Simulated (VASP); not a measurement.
Input of a VASP 6.6.1 run:

Contents of INCAR:

```
SYSTEM = V
PREC     = Accurate       ! precision mode
ENCUT    = 600            ! plane-wave cutoff, eV
EDIFF    = 1E-7           ! SCF threshold, eV
ISMEAR   = -1             ! smearing method
SIGMA    = 0.15           ! smearing width, eV
LREAL    = .FALSE.        ! projectors in reciprocal space
LASPH    = .TRUE.         ! aspherical terms in the spheres
NELM     = 100            ! most SCF steps
ALGO     = Fast           ! electronic algorithm
ISIF     = 3              ! what is computed and relaxed
LWAVE    = .FALSE.        ! write WAVECAR
LCHARG   = .FALSE.        ! write CHGCAR
GGA      = PS             ! functional
IBRION   = 2              ! ionic algorithm
NSW      = 80             ! ionic steps
EDIFFG   = -0.001         ! ionic threshold
```

File KPOINTS:

```
Automatic mesh
0
G
  20 20 20
  0 0 0
```

Contents of POSCAR:

```
V
1.0
   -1.4795630795      1.4795630795      1.4795630795
    1.4795630795     -1.4795630795      1.4795630795
    1.4795630795      1.4795630795     -1.4795630795
V
1
Direct
    0.0000000000      0.0000000000      0.0000000000
```

Potentials or basis: VASP PAW PBE potentials, release 64 (V_sv).

Run with:

```bash
$ cat potpaw_PBE.64/V_sv/POTCAR > POTCAR
$ mpirun -np 1 vasp_std > vasp.out
```

Problem. Estimate the relaxed volume.

Solution. 13.01 Å³/atom.

Problem. Predict the space group after relaxing (to 0.05 Å).

Solution. Im-3m (No. 229).

Problem. Estimate the relaxed cell.

Solution. a = 2.566 Å, b = 2.566 Å, c = 2.566 Å, α = 109.47°, β = 109.47°, γ = 109.47°.

Final structure:
```
V
1.0
    -1.48156    1.48156    1.48156
     1.48156   -1.48156    1.48156
     1.48156    1.48156   -1.48156
V
1
Direct
  0.00000 0.00000 0.00000
```

Caveat: the PAW data sets were made with another functional, which shifts forces and pressure a little. Zero-point motion and thermal expansion aren't in these numbers.
